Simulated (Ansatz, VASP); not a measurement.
**Two plane-wave programs on Ta2N**

Contents of INCAR:

```
PREC     = Accurate       # precision mode
ENCUT    = 520            # plane-wave cutoff, eV
EDIFF    = 1E-6           # SCF threshold, eV
ISMEAR   = 0              # smearing method
SIGMA    = 0.15           # smearing width, eV
LREAL    = F              # projectors in reciprocal space
LASPH    = T              # aspherical terms in the spheres
NELM     = 80             # most SCF steps
ALGO     = Normal         # electronic algorithm
ISIF     = 2              # what is computed and relaxed
LWAVE    = F              # write WAVECAR
LCHARG   = T              # write CHGCAR
GGA      = PS             # functional
LELF     = T              # ELF
LVHAR    = T            
NBANDS   = 20             # bands
```

File KPOINTS:

```
regular mesh
0
Gamma
  18 18 10
```

File POSCAR:

```
Ta2N
1.0
    3.0786153869      0.0000000000      0.0000000000
   -1.5393076935      2.6661591336      0.0000000000
    0.0000000000      0.0000000000      4.8232571780
Ta N
2 1
Direct
    0.6385363128      0.2770726255      0.7462554481
    0.3614636872      0.7229273745      0.2537445519
    0.0000000000      0.0000000000      0.0000000000
```

Input for Ansatz:

```yaml
crystal:
  lattice:
    - [3.0786153869, 0.0, 0.0]
    - [-1.5393076935, 2.6661591336, 0.0]
    - [0.0, 0.0, 4.823257178]
  atoms:
    - { symbol: Ta, position: [0.6385363128, 0.2770726255, 0.7462554481] }
    - { symbol: Ta, position: [0.3614636872, 0.7229273745, 0.2537445519] }
    - { symbol: "N", position: [0.0, 0.0, 0.0] }
basis:
  ecutwfc: 420
kpoints:
  mp_grid: { grid: [18, 18, 10] }
hamiltonian:
  xc: pbesol
scf:
  occupations: { method: gaussian, width: 0.15 }
output:
  forces: true
  stress: true
  eigenvalues: true
```

Change from the starting cell: mode 4 (105.5 1/cm) frozen in, largest displacement +0.150 Å.

Alike in both runs: task single point; functional PBEsol; k mesh 18 × 18 × 10; occupations gaussian, width 0.15 eV; no spin polarisation.

```csv
,VASP,Ansatz
version,VASP 6.6.1,Ansatz 0.2.0
potentials or method,"VASP PAW PBE potentials, release 64 (Ta_pv, N), cutoff 520 eV","scalar-relativistic, plane waves, PAW"
valence electrons in the cell,27,31
```

```csv
,VASP,Ansatz,Ansatz less VASP
gap on the k mesh at the Fermi level (eV),none,none,-
pressure (GPa),4.1,3.5,-0.61
"traceless stress, the component that is largest in VASP (GPa)",-4.20,-4.10,+0.101
rms of the force components (eV/Å),0.616,0.603,-0.0122
```

VASP's potentials were made for PBE, not for PBEsol. Atom by atom the forces differ by 0.029 eV/Å (rms over components). A gap of «none» marks a metal or a gap that the smearing closes. VASP's potentials hold 27 valence electrons a cell and Ansatz's 31, so a difference there can come from the potentials and not from the codes.

Neither program's run includes spin-orbit coupling.
